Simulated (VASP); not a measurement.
**RbBr: single point with HSE06**

RbBr:

```
Rb Br
1.0
     0.00000    3.46083    3.46083
     3.46083    0.00000    3.46083
     3.46083    3.46083    0.00000
Rb Br
1 1
Direct
  0.00000 0.00000 0.00000
  0.50000 0.50000 0.50000
```

```yaml
Program: VASP 6.6.1
Task: single point
Functional: HSE06
Potentials_or_basis: VASP PAW PBE potentials, release 64 (Rb_sv, Br)
Cutoff: 400 eV
k_mesh: 4 × 4 × 4
Occupations: gaussian, width 0.01 eV
Spin: no spin polarisation
```

```yaml
Pressure: 0.3 GPa
Band_gap_on_the_k_mesh: 5.44 eV
```

Levels at points of the mesh, in eV from the valence-band top:
```
           k point  band 6  band 7  band 8  band 9  band 10  band 11
(0.00, 0.00, 0.00)    0.00    0.00    0.00    5.44     8.53     8.53
(0.50, 0.00, 0.00)   -0.97   -0.34   -0.34    7.88     8.86    10.81
(0.50, 0.50, 0.00)   -0.49   -0.17   -0.17    6.78     8.30    10.27
```

Run time: 8.3 min on 1 thread of Intel Xeon 8259CL (shared host), peak memory 0.28 GiB.

Caveat: the PAW data sets were made with another functional, which shifts forces and pressure a little.
